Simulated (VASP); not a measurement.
Here is a VASP 6.6.1 calculation.

Contents of INCAR:

```
SYSTEM = K
ALGO = Normal ; EDIFF = 1E-6
ENCUT = 520 ; GGA = PE
ISIF = 2 ; ISMEAR = -1
LASPH = .TRUE. ; LCHARG = .FALSE.
LREAL = .FALSE. ; LWAVE = .FALSE.
NBANDS = 10 ; NELM = 80
PREC = Accurate ; SIGMA = 0.1
```

KPOINTS

```
k-points
0
G
  5 5 5
  0 0 0
```

POSCAR

```
K
1.0
   -2.6417142217      2.6417142217      2.6417142217
    2.6417142217     -2.6417142217      2.6417142217
    2.6417142217      2.6417142217     -2.6417142217
K
1
Direct
    0.0000000000      0.0000000000      0.0000000000
```

Potentials or basis: VASP PAW PBE potentials, release 64 (K_sv).

The run is started by

```bash
$ cat potpaw_PBE.64/K_sv/POTCAR > POTCAR
$ mpirun -np 1 vasp_std > vasp.out
```

Question: What does it give for the pressure?

Answer: 0.0 GPa.
